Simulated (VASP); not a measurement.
A run of VASP 6.6.1:

File INCAR:

```
SYSTEM = Al
PREC     = Accurate       ! precision mode
ENCUT    = 520            ! plane-wave cutoff, eV
EDIFF    = 1E-7           ! SCF threshold, eV
ISMEAR   = 1              ! smearing method
SIGMA    = 0.025          ! smearing width, eV
LREAL    = .False.        ! projectors in reciprocal space
LASPH    = .True.         ! aspherical terms in the spheres
NELM     = 150            ! most SCF steps
ALGO     = Normal         ! electronic algorithm
ISIF     = 2              ! what is computed and relaxed
LWAVE    = .False.        ! write WAVECAR
LCHARG   = .True.         ! write CHGCAR
LNONCOLLINEAR= .True.         ! non-collinear magnetism
MAGMOM   = 0 0 0          ! initial moments
LORBIT   = 11             ! projections on sites
LSORBIT  = .True.         ! spin-orbit coupling
GGA_COMPAT= .False.      
LORBMOM  = .True.       
GGA      = PS             ! functional
IVDW     = 12             ! dispersion correction
LVHAR    = .True.       
NBANDS   = 14             ! bands
```

File KPOINTS:

```
regular mesh
0
Gamma
  8 8 8
  0 0 0
```

POSCAR

```
Al
1.0
   -0.0003640000      2.0318290000      2.0127040000
    2.0515680000     -0.0038220000      2.0161620000
    2.0323120000      2.0160310000      0.0154340000
Al
1
Direct
    0.0108820000     -0.0398210000      0.0067860000
```

Potentials or basis: VASP PAW PBE potentials, release 64 (Al).

Run with:

```sh
$ cat potpaw_PBE.64/Al/POTCAR > POTCAR
$ mpirun -np 1 vasp_ncl > vasp.out
```

Hardware: 1 thread of Intel Xeon 8259CL, on a shared host.

Task: Estimate the wall time of this run.

Result: Run time: 2.6 min on 1 thread of Intel Xeon 8259CL, with other jobs on the host, peak memory 0.25 GiB. Counts: scf iterations 12, k points 260.
